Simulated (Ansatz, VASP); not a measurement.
**Two plane-wave programs on Re**

The input INCAR:

```
PREC     = Accurate       # precision mode
ENCUT    = 520            # plane-wave cutoff, eV
EDIFF    = 1E-7           # SCF threshold, eV
ISMEAR   = 0              # smearing method
SIGMA    = 0.15           # smearing width, eV
LREAL    = False          # projectors in reciprocal space
LASPH    = True           # aspherical terms in the spheres
NELM     = 60             # most SCF steps
ALGO     = Normal         # electronic algorithm
ISIF     = 2              # what is computed and relaxed
LWAVE    = False          # write WAVECAR
LCHARG   = False          # write CHGCAR
GGA      = PE             # functional
NBANDS   = 10             # bands
```

The input KPOINTS:

```
Automatic mesh
0
Gamma
  10 10 10
```

Contents of POSCAR:

```
Re
1.0
    0.0000000000      1.9577236186      2.1730732166
    1.7962114201      0.0000000000      2.1730732166
    1.7962114201      1.9577236186      0.0000000000
Re
1
Direct
    0.0000000000      0.0000000000      0.0000000000
```

Input for Ansatz:

```yaml
crystal:
  lattice:
    - [0.0, 1.9577236186, 2.1730732166]
    - [1.7962114201, 0.0, 2.1730732166]
    - [1.7962114201, 1.9577236186, 0.0]
  atoms:
    - { symbol: Re, position: [0.0, 0.0, 0.0] }
basis:
  ecutwfc: 420
kpoints:
  mp_grid: { grid: [10, 10, 10] }
hamiltonian:
  xc: pbe
scf:
  occupations: { method: gaussian, width: 0.15 }
output:
  forces: true
  stress: true
  eigenvalues: true
```

Change from the starting cell: normal strain along x -0.0825, normal strain along z +0.1100.

Alike in both runs: task single point; functional PBE; k mesh 10 × 10 × 10; occupations gaussian, width 0.15 eV; no spin polarisation.

```csv
,VASP,Ansatz
version,VASP 6.6.1,Ansatz 0.2.0
potentials or method,"VASP PAW PBE potentials, release 64 (Re), cutoff 520 eV","scalar-relativistic, plane waves, PAW"
valence electrons in the cell,7,15
```

VASP gave:

| Item | Value |
| --- | --- |
| gap on the k mesh at the Fermi level (eV) | none |
| pressure (GPa) | -3.9 |
| traceless stress, the component that is largest in VASP (GPa) | -23.35 |

Task: What did Ansatz give for the same quantities?

Result: gap on the k mesh at the Fermi level (eV): none; pressure (GPa): -3.3; traceless stress, the component that is largest in VASP (GPa): -23.74.

A gap of «none» marks a metal or a gap that the smearing closes. With one functional, cell and mesh, what is left measures potentials, basis and numerics. VASP's potentials hold 7 valence electrons a cell and Ansatz's 15, so a difference there can come from the potentials and not from the codes.

Spin-orbit coupling is off throughout.
